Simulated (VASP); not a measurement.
A run of VASP 6.6.1 is set up as follows.

The input POSCAR:

```
HfO2
1.0
    0.0000000000     -4.8382036357      0.0000000000
    0.0000000000      0.0000000000     -3.2203479143
    9.6764072713     -0.9676407271      0.0000000000
Hf O
4 8
Direct
    0.9097500000      0.0000000000      0.4512500000
    0.8097500000      0.0000000000      0.9512500000
    0.4597500000      0.5000000000      0.2012500000
    0.3597500000      0.5000000000      0.7012500000
    0.1851772647      0.5000000000      0.0487095915
    0.0851772647      0.5000000000      0.5487095915
    0.6741611013      0.0000000000      0.1037904085
    0.5741611013      0.0000000000      0.6037904085
    0.2453388987      0.0000000000      0.2987095915
    0.1453388987      0.0000000000      0.7987095915
    0.7343227353      0.5000000000      0.3537904085
    0.6343227353      0.5000000000      0.8537904085
```

INCAR.step1

```
PREC     = Accurate       # precision mode
ENCUT    = 520            # plane-wave cutoff, eV
ISMEAR   = 0              # smearing method
SIGMA    = 0.05           # smearing width, eV
LREAL    = F              # projectors in reciprocal space
LASPH    = T              # aspherical terms in the spheres
NELM     = 100            # most SCF steps
NBANDS   = 56             # bands
GGA      = PE             # functional
ALGO     = Normal         # electronic algorithm
EDIFF    = 1E-4           # SCF threshold, eV
LWAVE    = T              # write WAVECAR
LCHARG   = F              # write CHGCAR
```

INCAR.step2

```
PREC     = Accurate       # precision mode
ENCUT    = 520            # plane-wave cutoff, eV
EDIFF    = 1E-6           # SCF threshold, eV
ISMEAR   = 0              # smearing method
SIGMA    = 0.05           # smearing width, eV
LREAL    = F              # projectors in reciprocal space
LASPH    = T              # aspherical terms in the spheres
NELM     = 100            # most SCF steps
ALGO     = Normal         # electronic algorithm
ISIF     = 2              # what is computed and relaxed
LWAVE    = F              # write WAVECAR
LCHARG   = T              # write CHGCAR
METAGGA  = R2SCAN         # meta-GGA
LMIXTAU  = T            
LELF     = T              # ELF
LVHAR    = T            
NBANDS   = 56             # bands
ISTART   = 1
```

Contents of KPOINTS:

```
Automatic mesh
0
Gamma
  5 7 3
```

Potentials or basis: VASP PAW PBE potentials, release 64 (Hf_pv, O).

Launch:

```bash
$ cat potpaw_PBE.64/Hf_pv/POTCAR potpaw_PBE.64/O/POTCAR > POTCAR
$ cp INCAR.step1 INCAR
$ mpirun -np 1 vasp_std > vasp.out
$ cp INCAR.step2 INCAR
$ mpirun -np 1 vasp_std > vasp.out
```

**Question.** What does it give for the largest force?

**Answer.** 26.246 eV/Å.

**Question.** What does it give for the band gap on the k mesh?

**Answer.** 1.97 eV.

Forces on the atoms (eV/Å):
```
Hf    0.401  -0.120   0.000
Hf  -24.409  -9.645   0.000
Hf    0.953   4.999   0.000
Hf    0.481   0.812   0.000
O     0.987   0.872   0.000
O    -0.183   0.066   0.000
O    22.020   6.947   0.000
O    -0.181  -0.213   0.000
O    -0.114  -0.770   0.000
O    -1.239  -1.332   0.000
O    -0.210  -0.040   0.000
O     1.495  -1.577   0.000
```

Caveat: the PAW data sets were made with another functional, which shifts forces and pressure a little; spin-orbit coupling is left out, which moves the levels of the heavy elements; an odd mesh through Γ misses points on the zone boundary, where band edges can lie.
